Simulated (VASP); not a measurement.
## Li6Ru: single point with PBE

Crystal: Li6Ru.

```
Li Ru
1.0
     0.00000    3.88177    3.88177
     3.88177    0.00000    3.88177
     3.88177    3.88177    0.00000
Li Ru
6 1
Direct
  0.50000 0.00000 0.00000
  0.00000 0.50000 0.50000
  0.00000 0.50000 0.00000
  0.50000 0.00000 0.50000
  0.00000 0.00000 0.50000
  0.50000 0.50000 0.00000
  0.50000 0.50000 0.50000
```

| Quantity | Value |
| --- | --- |
| Program | VASP 6.6.1 |
| Task | single point |
| Functional | PBE |
| Potentials or basis | VASP PAW PBE potentials, release 64 (Li_sv, Ru_pv) |
| Cutoff | 520 eV |
| k mesh | 8 × 8 × 8 |
| Occupations | gaussian, width 0.1 eV |
| Spin | no spin polarisation |
| Dipole correction | no |
| Further INCAR settings | ALGO = Normal; EDIFF = 1e-06; NBANDS = 25 |

```yaml
Band_gap_on_the_k_mesh: zero (band 16 reaches 2.35 eV, above the bottom of band 17 at 1.77 eV)
```

Levels at points of the mesh, in eV from the Fermi level:
```tsv
k point	band 13	band 14	band 15	band 16	band 17	band 18	band 19	band 20
(0.00, 0.00, 0.00)	-0.54	-0.35	-0.35	0.03	1.13	1.13	1.13	2.96
(0.50, 0.00, 0.00)	-0.70	-0.70	-0.57	-0.57	1.12	1.55	1.55	2.09
(0.50, 0.50, 0.00)	-1.30	-0.65	-0.65	-0.46	0.67	0.67	1.58	1.61
```

It took 59 s on 1 thread of AMD EPYC 9R45 (Zen 5), on a shared host, peak memory 0.25 GiB.
